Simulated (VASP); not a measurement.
# Cu2Pt (Fd-3m) in VASP: further runs

The runs below take Cu2Pt through single point, relaxation of cell and atoms, with PBE.

All numbers are computed with VASP 6.6.1; they aren't measurements. Logs are shortened: lines on timing, memory, paths and dates and some standing lists are left out, and cuts for length are marked.

### 1 The cell of the first run

It takes space group Fd-3m (No. 227, cubic). The conventional cell has a = 6.789 Å, b = 6.789 Å, c = 6.789 Å, α = 90.00°, β = 90.00°, γ = 90.00°. Cu (site symmetry -3m) has 6 Cu at 2.40 Å and 6 Pt at 2.81 Å within 3.2 Å. Within 3.7 Å of Pt (site symmetry -43m) lie 12 Cu at 2.81 Å and 4 Pt at 2.94 Å.

### 2 Single point, PBE

Input file INCAR:

```
SYSTEM = Cu2Pt
PREC = Accurate
ENCUT = 520
EDIFF = 1E-7
ISMEAR = 0
SIGMA = 0.1
LREAL = .FALSE.
LASPH = .TRUE.
NELM = 60
ALGO = Normal
ISIF = 2
LWAVE = .FALSE.
LCHARG = .FALSE.
GGA = PE
NBANDS = 41
```

Input file KPOINTS:

```
regular mesh
0
G
  4 4 4
  0 0 0
```

Input file POSCAR:

```
Cu2Pt
1.0
    0.0000000000      3.3946291008      3.3946291008
    3.3946291008      0.0000000000      3.3946291008
    3.3946291008      3.3946291008      0.0000000000
Cu Pt
4 2
Direct
    0.6250000000      0.6250000000      0.6250000000
    0.1250000000      0.6250000000      0.6250000000
    0.6250000000      0.6250000000      0.1250000000
    0.6250000000      0.1250000000      0.6250000000
    0.0000000000      0.0000000000      0.0000000000
    0.2500000000      0.2500000000      0.2500000000
```

Potentials or basis: VASP PAW PBE potentials, release 64 (Cu, Pt).

On the command line:

```
$ cat potpaw_PBE.64/Cu/POTCAR potpaw_PBE.64/Pt/POTCAR > POTCAR
$ mpirun -np 1 vasp_std > vasp.out
```

OUTCAR:

```text
SYSTEM = Cu2Pt
   PREC = Accurate
   ENCUT = 520
   EDIFF = 1E-7
   ISMEAR = 0
   LREAL = .FALSE.
   LASPH = .TRUE.
   NELM = 60
   ISIF = 2
   GGA = PE

 ion  position               nearest neighbor table
   1  0.625  0.625  0.625-   2 2.40   3 2.40   4 2.40   3 2.40   4 2.40   2 2.40   6 2.81   5 2.81
                             6 2.81   5 2.81   6 2.81   5 2.81
   2  0.125  0.625  0.625-   1 2.40   3 2.40   4 2.40   1 2.40   3 2.40   4 2.40   5 2.81   6 2.81
                             5 2.81   5 2.81   6 2.81   6 2.81
   3  0.625  0.625  0.125-   1 2.40   1 2.40   2 2.40   4 2.40   4 2.40   2 2.40   6 2.81   5 2.81
                             6 2.81   5 2.81   6 2.81   5 2.81
   4  0.625  0.125  0.625-   1 2.40   3 2.40   1 2.40   2 2.40   3 2.40   2 2.40   5 2.81   6 2.81
                             5 2.81   6 2.81   6 2.81   5 2.81
   5  0.000  0.000  0.000-   1 2.81   3 2.81   4 2.81   1 2.81   2 2.81   3 2.81   1 2.81   2 2.81
                             4 2.81   2 2.81   3 2.81   4 2.81   6 2.94   6 2.94   6 2.94   6 2.94
   6  0.250  0.250  0.250-   2 2.81   3 2.81   4 2.81   1 2.81   2 2.81   4 2.81   1 2.81   2 2.81
                             3 2.81   1 2.81   3 2.81   4 2.81   5 2.94   5 2.94   5 2.94   5 2.94

  LATTYP: Found a face centered cubic cell.
 ALAT       =     6.7892582016

  Lattice vectors:

 A1 = (   0.0000000000,   3.3946291008,   3.3946291008)
 A2 = (   3.3946291008,   0.0000000000,   3.3946291008)
 A3 = (   3.3946291008,   3.3946291008,   0.0000000000)

Analysis of symmetry for initial positions (statically):
=====================================================================
 Subroutine PRICEL returns:
 Original cell was already a primitive cell.

 Routine SETGRP: Setting up the symmetry group for a
 face centered cubic supercell.

 Subroutine GETGRP returns: Found 48 space group operations
 (whereof 24 operations were pure point group operations)
 out of a pool of 48 trial point group operations.

The static configuration has the point symmetry T_d .
 The point group associated with its full space group is O_h .

Analysis of symmetry for dynamics (positions and initial velocities):
=====================================================================
 Subroutine PRICEL returns:
 Original cell was already a primitive cell.

 Routine SETGRP: Setting up the symmetry group for a
 face centered cubic supercell.

 Subroutine GETGRP returns: Found 48 space group operations
 (whereof 24 operations were pure point group operations)
 out of a pool of 48 trial point group operations.

The dynamic configuration has the point symmetry T_d .
 The point group associated with its full space group is O_h .

 Subroutine INISYM returns: Found 48 space group operations
 (whereof 24 operations are pure point group operations),
 and found     1 'primitive' translations

----------------------------------------------------------------------------------------

                                     Primitive cell

  volume of cell :      78.2361

  direct lattice vectors                    reciprocal lattice vectors
     0.000000000  3.394629101  3.394629101    -0.147291496  0.147291496  0.147291496
     3.394629101  0.000000000  3.394629101     0.147291496 -0.147291496  0.147291496
     3.394629101  3.394629101  0.000000000     0.147291496  0.147291496 -0.147291496

  length of vectors
     4.800730514  4.800730514  4.800730514     0.255116355  0.255116355  0.255116355

  position of ions in fractional coordinates (direct lattice)
     0.625000000  0.625000000  0.625000000
     0.125000000  0.625000000  0.625000000
     0.625000000  0.625000000  0.125000000
     0.625000000  0.125000000  0.625000000
     0.000000000  0.000000000  0.000000000
     0.250000000  0.250000000  0.250000000

  ion indices of the primitive-cell ions
   primitive index   ion index
                 1           1
                 2           2
                 3           3
                 4           4
                 5           5
                 6           6

----------------------------------------------------------------------------------------

 KPOINTS: regular mesh

Automatic generation of k-mesh.
 Grid dimensions read from file:
 generate k-points for:    4    4    4

 Generating k-lattice:

  Cartesian coordinates                     Fractional coordinates (reciprocal lattice)
    -0.036822874  0.036822874  0.036822874     0.250000000  0.000000000  0.000000000
     0.036822874 -0.036822874  0.036822874     0.000000000  0.250000000  0.000000000
     0.036822874  0.036822874 -0.036822874     0.000000000  0.000000000  0.250000000

  Length of vectors
     0.063779089  0.063779089  0.063779089

  Shift w.r.t. Gamma in fractional coordinates (k-lattice)
     0.000000000  0.000000000  0.000000000

 Subroutine IBZKPT returns following result:
 ===========================================

 Found      8 irreducible k-points:

 Following reciprocal coordinates:
            Coordinates               Weight
  0.000000  0.000000  0.000000      1.000000
  0.250000  0.000000  0.000000      8.000000
  0.500000  0.000000  0.000000      4.000000
  0.250000  0.250000  0.000000      6.000000
  0.500000  0.250000  0.000000     24.000000
 -0.250000  0.250000  0.000000     12.000000
  0.500000  0.500000  0.000000      3.000000
 -0.250000  0.500000  0.250000      6.000000
   k-points           NKPTS =      8   k-points in BZ     NKDIM =      8   number of bands    NBANDS=     41
   number of dos      NEDOS =    301   number of ions     NIONS =      6
   total plane-waves  NPLWV =  46656
   dimension x,y,z NGX =    36 NGY =   36 NGZ =   36
   dimension x,y,z NGXF=    72 NGYF=   72 NGZF=   72
   ions per type =               4   2
   NGX,Y,Z   is equivalent  to a cutoff of  12.47, 12.47, 12.47 a.u.
   NGXF,Y,Z  is equivalent  to a cutoff of  24.93, 24.93, 24.93 a.u.
 SYSTEM =  Cu2Pt
   PREC   = accura    normal or accurate (medium, high low for compatibility)
   ISTART =      0    job   : 0-new  1-cont  2-samecut
   ICHARG =      2    charge: 1-file 2-atom 10-const
   ISPIN  =      1    spin polarized calculation?
   LNONCOLLINEAR =      F non collinear calculations
   LSORBIT =      F    spin-orbit coupling
   LASPH  =      T    aspherical Exc in radial PAW
   ENCUT  =  520.0 eV  38.22 Ry    6.18 a.u.   8.93  8.93  8.93*2*pi/ulx,y,z
   NELM   =     60;   NELMIN=  2; NELMDL= -5     # of ELM steps
   EDIFF  = 0.1E-06   stopping-criterion for ELM
   LREAL  =      F    real-space projection
   EDIFFG = 0.1E-05   stopping-criterion for IOM
   NSW    =      0    number of steps for IOM
   IBRION =     -1    ionic relax: 0-MD 1-quasi-New 2-CG
   NFREE  =      0    steps in history (QN), initial steepest desc. (CG)
   ISIF   =      2    stress and relaxation
   ISYM   =      2    0-nonsym 1-usesym 2-fastsym
   POTIM  = 0.5000    time-step for ionic-motion
   TEBEG  =    0.0;   TEEND  =   0.0 temperature during run
   PSTRESS=    0.0 pullay stress
   NELECT =      64.0000    total number of electrons
   NUPDOWN=      -1.0000    fix difference up-down
   EMIN   =  10.00;   EMAX   =-10.00  energy-range for DOS
   EFERMI =   0.00;   METHOD = LEGACY
   ISMEAR =     0;   SIGMA  =   0.10  broadening in eV -4-tet -1-fermi 0-gaus
   EFERMI_NEDOS =   21; number of points for ismear=-14 and -15
   IALGO  =     38    algorithm
   IMIX   =      4    mixing-type and parameters
     AMIX     =   0.40;   BMIX     =  1.00
     AMIX_MAG =   1.60;   BMIX_MAG =  1.00
  volume/ion in A,a.u.               =      13.04        87.99
  Fermi-wavevector in a.u.,A,eV,Ry     =   1.531085  2.893330 31.895046  2.344220
  Thomas-Fermi vector in A             =   2.638478
   LORBIT       =      0    0 simple, 1 ext, 2 COOP (PROOUT), +10 PAW based schemes
   GGA     = PE    functional components
   LHFCALC =     F    Hartree Fock is set to
   AEXX    =    0.0000 exact exchange contribution
   IVDW    =     0    specifies the selected vdW correction
   LEPSILON=     F    determine dielectric tensor
   LRPA    =     F    only Hartree local field effects (RPA)
 non-spin polarized calculation
 Gauss-broadening in eV      SIGMA  =   0.10
  energy-cutoff  :      520.00
  volume of cell :       78.24
 maximum number of plane-waves:      2148
   NGX = 17   NGY = 17   NGZ = 17

 number of electron      64.0000066 magnetization

 Free energy of the ion-electron system (eV)
  ---------------------------------------------------
  ext. energy  EPLUGINS =         0.00000000
  ---------------------------------------------------
  free energy    TOTEN  =       -27.40379975 eV

  energy without entropy =      -27.39630496  energy(sigma->0) =      -27.40005235

 E-fermi :   8.7536     XC(G=0): -12.9593

 val. band max:        8.5663695017   @ k =  -0.2500   0.2500   0.0000
 cond. band min:       8.8242496961   @ k =  -0.2500   0.2500   0.0000
 fundamental gap:      0.2578801944
 Fermi energy:         8.7536001467

 k-point     1 :       0.0000    0.0000    0.0000
  band No.  band energies     occupation
      1      -0.7668      2.00000
      2       3.2696      2.00000
      3       3.7163      2.00000
      4       3.7163      2.00000
      5       3.7163      2.00000
      6       4.6613      2.00000
[... 33 lines left out ...]
     40      14.8632      0.00000
     41      16.3784      0.00000

 k-point     2 :       0.2500    0.0000    0.0000
  band No.  band energies     occupation
      1      -0.0736      2.00000
      2       3.1961      2.00000
      3       3.6462      2.00000
      4       3.6462      2.00000
      5       3.8462      2.00000
      6       4.1608      2.00000
[... 33 lines left out ...]
     40      15.9894      0.00000
     41      15.9894      0.00000

 k-point     3 :       0.5000    0.0000    0.0000
  band No.  band energies     occupation
      1       1.6815      2.00000
      2       1.7604      2.00000
      3       3.4892      2.00000
      4       3.6795      2.00000
      5       3.6795      2.00000
      6       4.4731      2.00000
[... 171 lines left out ...]
      2       2.3323      2.00000
      3       3.3677      2.00000
      4       3.3677      2.00000
      5       4.5536      2.00000
      6       4.5536      2.00000
[... 33 lines left out ...]
     40      19.1959      0.00000
     41      19.5757      0.00000

 k-point     8 :      -0.2500    0.5000    0.2500
  band No.  band energies     occupation
      1       2.5713      2.00000
      2       2.5713      2.00000
      3       3.0860      2.00000
      4       3.0860      2.00000
      5       4.3402      2.00000
      6       4.3402      2.00000
[... 33 lines left out ...]
     40      18.8340      0.00000
     41      19.5159      0.00000

------------------------ aborting loop because EDIFF is reached ----------------------------------------

  FORCE on cell =-STRESS in cart. coord.  units (eV):
  Direction    XX          YY          ZZ          XY          YZ          ZX
  --------------------------------------------------------------------------------------
  -------------------------------------------------------------------------------------
  Total        0.1614063      0.1614063      0.1614063      0.0000000      0.0000000      0.0000000
  in kB        3.3054008      3.3054008      3.3054008      0.0000000      0.0000000      0.0000000
  external PRESSURE =       3.3054008 kB  Pullay stress =       0.0000000 kB

 VOLUME and BASIS-vectors are now :
 -----------------------------------------------------------------------------
  energy-cutoff  :      520.00
  volume of cell :       78.24
      direct lattice vectors                 reciprocal lattice vectors
     0.000000000  3.394629101  3.394629101    -0.147291496  0.147291496  0.147291496
     3.394629101  0.000000000  3.394629101     0.147291496 -0.147291496  0.147291496
     3.394629101  3.394629101  0.000000000     0.147291496  0.147291496 -0.147291496

 POSITION                                       TOTAL-FORCE (eV/Angst)
 -----------------------------------------------------------------------------------
      4.24329      4.24329      4.24329         0.000000      0.000000      0.000000
      4.24329      2.54597      2.54597         0.000000      0.000000      0.000000
      2.54597      2.54597      4.24329         0.000000      0.000000      0.000000
      2.54597      4.24329      2.54597         0.000000      0.000000      0.000000
      0.00000      0.00000      0.00000        -0.000000     -0.000000     -0.000000
      1.69731      1.69731      1.69731         0.000000      0.000000      0.000000
 -----------------------------------------------------------------------------------
    total drift:                                0.000000      0.000000      0.000000

  FREE ENERGIE OF THE ION-ELECTRON SYSTEM (eV)
  ---------------------------------------------------
  free  energy   TOTEN  =       -27.4037997494 eV

  energy  without entropy=      -27.3963049588  energy(sigma->0) =      -27.40005235
```

Wall time 23 s (1 thread of Intel Xeon 6975P-C (Granite Rapids), shared host); peak memory 0.2 GiB.

Results:

```yaml
Free_energy: -27.4038 eV
Pressure: 0.3 GPa
Band_gap_on_the_k_mesh: zero (band 32 reaches 9.14 eV, above the bottom of band 33 at 8.09 eV)
```

Caveat: the k points lie up to 0.40 Å⁻¹ apart; spin-orbit coupling is left out, which moves the levels of the heavy elements.

### 3 Relaxation of cell and atoms, PBE

This run uses another cell than the first one, of 13.71 Å³/atom, 1.051 times its volume.

Input file INCAR:

```
SYSTEM = Cu2Pt
ALGO = Normal ; EDIFF = 1E-6
EDIFFG = -0.04 ; ENCUT = 600
GGA = PE ; IBRION = 2
ISIF = 3 ; ISMEAR = 0
LASPH = .TRUE. ; LCHARG = .FALSE.
LREAL = .FALSE. ; LWAVE = .FALSE.
NELM = 80 ; NSW = 90
PREC = Accurate ; SIGMA = 0.1
```

Input file KPOINTS:

```
k-points
0
G
  4 4 4
  0 0 0
```

Changes to POSCAR since step 2:

```diff
@@ -2,5 +2,5 @@
 1.0
-    0.0000000000      3.3946291008      3.3946291008
-    3.3946291008      0.0000000000      3.3946291008
-    3.3946291008      3.3946291008      0.0000000000
+    0.0000000000      3.4516569955      3.4516569955
+    3.4516569955      0.0000000000      3.4516569955
+    3.4516569955      3.4516569955      0.0000000000
 Cu Pt
```

Potentials or basis: VASP PAW PBE potentials, release 64 (Cu, Pt).

On the command line:

```
$ cat potpaw_PBE.64/Cu/POTCAR potpaw_PBE.64/Pt/POTCAR > POTCAR
$ mpirun -np 1 vasp_std > vasp.out
```

OUTCAR:

```text
SYSTEM = Cu2Pt
   EDIFF = 1E-6
   EDIFFG = -0.04
   ENCUT = 600
   GGA = PE
   IBRION = 2
   ISIF = 3
   ISMEAR = 0
   LASPH = .TRUE.
   LREAL = .FALSE.
   NELM = 80
   NSW = 90
   PREC = Accurate

 ion  position               nearest neighbor table
   1  0.625  0.625  0.625-   2 2.44   3 2.44   4 2.44   3 2.44   4 2.44   2 2.44   6 2.86   5 2.86
                             6 2.86   5 2.86   6 2.86   5 2.86
   2  0.125  0.625  0.625-   1 2.44   3 2.44   4 2.44   1 2.44   3 2.44   4 2.44   5 2.86   6 2.86
                             5 2.86   5 2.86   6 2.86   6 2.86
   3  0.625  0.625  0.125-   1 2.44   1 2.44   2 2.44   4 2.44   4 2.44   2 2.44   6 2.86   5 2.86
                             6 2.86   5 2.86   6 2.86   5 2.86
   4  0.625  0.125  0.625-   1 2.44   3 2.44   1 2.44   2 2.44   3 2.44   2 2.44   5 2.86   6 2.86
                             5 2.86   6 2.86   6 2.86   5 2.86
   5  0.000  0.000  0.000-   1 2.86   3 2.86   4 2.86   1 2.86   2 2.86   3 2.86   1 2.86   2 2.86
[... 190 lines left out ...]
  Total       -3.7908852     -3.7908852     -3.7908852     -0.0000000      0.0000000      0.0000000
  in kB      -73.8479297    -73.8479297    -73.8479297     -0.0000000      0.0000000      0.0000000
  external PRESSURE =     -73.8479297 kB  Pullay stress =       0.0000000 kB
[... 67 lines left out ...]
--------------------------------------- Ionic step        3  -------------------------------------------

 number of electron      64.0000046 magnetization

 Free energy of the ion-electron system (eV)
  ---------------------------------------------------
  ext. energy  EPLUGINS =         0.00000000
  ---------------------------------------------------
  free energy    TOTEN  =       -27.40507072 eV

  energy without entropy =      -27.39756636  energy(sigma->0) =      -27.40131854

 E-fermi :   8.7198     XC(G=0): -12.9460

 val. band max:        8.5336883604   @ k =  -0.2500   0.2500   0.0000
 cond. band min:       8.7902766166   @ k =  -0.2500   0.2500   0.0000
 fundamental gap:      0.2565882562
 Fermi energy:         8.7197921132

 k-point     1 :       0.0000    0.0000    0.0000
  band No.  band energies     occupation
      1      -0.7802      2.00000
      2       3.2518      2.00000
      3       3.6981      2.00000
      4       3.6981      2.00000
      5       3.6981      2.00000
      6       4.6420      2.00000
[... 350 lines left out ...]
  FREE ENERGIE OF THE ION-ELECTRON SYSTEM (eV)
  ---------------------------------------------------
  free  energy   TOTEN  =       -27.4050707162 eV

  energy  without entropy=      -27.3975663648  energy(sigma->0) =      -27.40131854

 reached required accuracy - stopping structural energy minimisation
```

OSZICAR:

```text
N       E                     dE             d eps       ncg     rms          rms(c)
DAV:   1     0.633374334675E+03    0.63337E+03   -0.31552E+04   608   0.293E+03
DAV:   2     0.613192290087E+02   -0.57206E+03   -0.54798E+03   608   0.547E+02
DAV:   3    -0.264624781943E+02   -0.87782E+02   -0.78350E+02   748   0.232E+02
[... 34 lines left out ...]
DAV:   6    -0.274050305450E+02    0.30326E-05   -0.82004E-03   784   0.937E-01    0.579E-02
DAV:   7    -0.274050805599E+02   -0.50015E-04   -0.36690E-04   780   0.165E-01    0.490E-02
DAV:   8    -0.274050723496E+02    0.82103E-05   -0.63806E-05   924   0.217E-01    0.843E-03
DAV:   9    -0.274050710212E+02    0.13284E-05   -0.86388E-06   796   0.557E-02    0.269E-03
DAV:  10    -0.274050707162E+02    0.30500E-06   -0.40251E-07   358   0.773E-03
   3 F= -.27405071E+02 E0= -.27401319E+02  d E =-.940825E-01
```

It took 92 s on 1 thread of Intel Xeon 6975P-C (Granite Rapids), shared host; peak memory 0.25 GiB.

Results:

```
Free energy                            : -27.4051 eV
Relaxed volume                         : 13.07 Å³/atom
Relaxed cell                           : a = 4.804 Å, b = 4.804 Å, c = 4.804 Å, α = 60.00°, β = 60.00°, γ = 60.00°
Space group after relaxing (to 0.05 Å) : Fd-3m (No. 227)
Energy gained by relaxing              : 15.7 meV/atom
Ionic steps                            : 3
Pressure after relaxing                : -0.1 GPa
Band gap on the k mesh                 : zero (band 32 reaches 9.11 eV, above the bottom of band 33 at 8.06 eV)
```

The path:
```
step  energy change (eV)  largest force (eV/Å)  pressure (GPa)  volume (Å³)
   1              0.0000                0.0000           -7.38        82.25
   2             -0.0030                0.0000            8.90        74.95
   3             -0.0941                0.0000           -0.06        78.41
```

Final structure:
```yaml
crystal:
  lattice:
    - [0.00000, 3.39717, 3.39717]
    - [3.39717, 0.00000, 3.39717]
    - [3.39717, 3.39717, 0.00000]
  atoms:
    - { symbol: Cu, position: [0.62500, 0.62500, 0.62500] }
    - { symbol: Cu, position: [0.12500, 0.62500, 0.62500] }
    - { symbol: Cu, position: [0.62500, 0.62500, 0.12500] }
    - { symbol: Cu, position: [0.62500, 0.12500, 0.62500] }
    - { symbol: Pt, position: [0.00000, 0.00000, 0.00000] }
    - { symbol: Pt, position: [0.25000, 0.25000, 0.25000] }
```

Caveat: the k points lie up to 0.40 Å⁻¹ apart in the final cell; spin-orbit coupling is left out, which moves the levels of the heavy elements.
